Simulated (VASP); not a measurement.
Here is a VASP 6.6.1 calculation.

The input INCAR:

```
PREC     = Accurate       # precision mode
ENCUT    = 520            # plane-wave cutoff, eV
EDIFF    = 1E-6           # SCF threshold, eV
ISMEAR   = -1             # smearing method
SIGMA    = 0.02           # smearing width, eV
LREAL    = F              # projectors in reciprocal space
LASPH    = T              # aspherical terms in the spheres
NELM     = 80             # most SCF steps
ALGO     = Normal         # electronic algorithm
ISIF     = 2              # what is computed and relaxed
LWAVE    = F              # write WAVECAR
LCHARG   = T              # write CHGCAR
GGA      = PE             # functional
LELF     = T              # ELF
LVHAR    = T            
NBANDS   = 11             # bands
```

File KPOINTS:

```
regular mesh
0
Gamma
  10 10 10
```

File POSCAR:

```
MgO
1.0
    0.0000000000      2.1021674168      2.1021674168
    2.1580850701      0.0000000000      2.1021674168
    2.1580850701      2.1021674168      0.0000000000
Mg O
1 1
Direct
    0.0000000000      0.0000000000      0.0000000000
    0.5000000000      0.5000000000      0.5000000000
```

Potentials or basis: VASP PAW PBE potentials, release 64 (Mg, O).

The run is started by

```bash
$ cat potpaw_PBE.64/Mg/POTCAR potpaw_PBE.64/O/POTCAR > POTCAR
$ mpirun -np 1 vasp_std > vasp.out
```

**Question.** What does it give for the band gap on the k mesh?

**Answer.** 4.49 eV, direct.

**Question.** Predict the pressure.

**Answer.** 0.8 GPa.

Stress tensor (GPa, compression positive):
```
-2.34  0.00  0.00
 0.00  2.38  0.00
 0.00  0.00  2.38
```

Caveat: the cell differs from its parent crystal (uniaxial x strain +2.7%).
